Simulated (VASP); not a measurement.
Wanted: the native input for a VASP 6.6.1 run.

* Task: relaxation of the atoms
* Functional: r2SCAN
* Potentials or basis: VASP PAW PBE potentials, release 64 (Mo_sv, P)
* Cutoff: 500 eV
* k mesh: 12 × 12 × 11
* Occupations: fermi-dirac, width 0.1 eV
* Spin: no spin polarisation
* Dipole correction: no
* Further INCAR settings: ALGO = Normal; EDIFF = 1e-07; IBRION = 2; EDIFFG = -0.01; NSW = 50

The system is MoP.

```
Mo P
1.0
     3.19255    0.00000    0.00000
    -1.59628    2.76483    0.00000
     0.00000    0.00000    3.13762
Mo P
1 1
Direct
  0.00000 0.00000 0.00000
  0.33333 0.66667 0.50000
```

These files were run (other wordings do the same):

POSCAR

```
MoP
1.0
    3.1925539700      0.0000000000      0.0000000000
   -1.5962769800      2.7648328400      0.0000000000
    0.0000000000      0.0000000000      3.1376243200
Mo P
1 1
Direct
    0.0000000000      0.0000000000      0.0000000000
    0.3333333300      0.6666666700      0.5000000000
```

INCAR.step1

```
SYSTEM = MoP
PREC = Accurate
ENCUT = 500
ISMEAR = -1
SIGMA = 0.1
LREAL = .FALSE.
LASPH = .TRUE.
NELM = 120
GGA = PE
ALGO = Normal
EDIFF = 1E-5
LWAVE = .TRUE.
LCHARG = .FALSE.
GGA_COMPAT = .FALSE.
IBRION = 2
EDIFFG = -0.01
NELMIN = 4
NSW = 100
```

INCAR.step2

```
SYSTEM = MoP
PREC = Accurate
ENCUT = 500
EDIFF = 1E-7
ISMEAR = -1
SIGMA = 0.1
LREAL = .FALSE.
LASPH = .TRUE.
NELM = 120
ALGO = Normal
ISIF = 2
LWAVE = .FALSE.
LCHARG = .FALSE.
METAGGA = R2SCAN
LMIXTAU = .TRUE.
IBRION = 2
NSW = 50
EDIFFG = -0.01
ISTART = 1
GGA_COMPAT = .FALSE.
NELMIN = 4
```

KPOINTS

```
Automatic mesh
0
G
  12 12 11
  0 0 0
```

Potentials or basis: VASP PAW PBE potentials, release 64 (Mo_sv, P).

Launch:

```sh
$ cat potpaw_PBE.64/Mo_sv/POTCAR potpaw_PBE.64/P/POTCAR > POTCAR
$ cp INCAR.step1 INCAR
$ mpirun -np 1 vasp_std > vasp.out
$ cp INCAR.step2 INCAR
$ mpirun -np 1 vasp_std > vasp.out
```

Results of the run:

The pressure after relaxing is 10.7 GPa and the band gap on the k mesh is zero (an odd number of electrons rules out a gap without spin polarisation).

Caveat: the relaxation stopped at its first step, so nothing moved; the PAW data sets were made with another functional, which shifts forces and pressure a little.

Wall time 110 s on 1 thread of Intel Xeon 8259CL (shared host), peak memory 0.17 GiB.
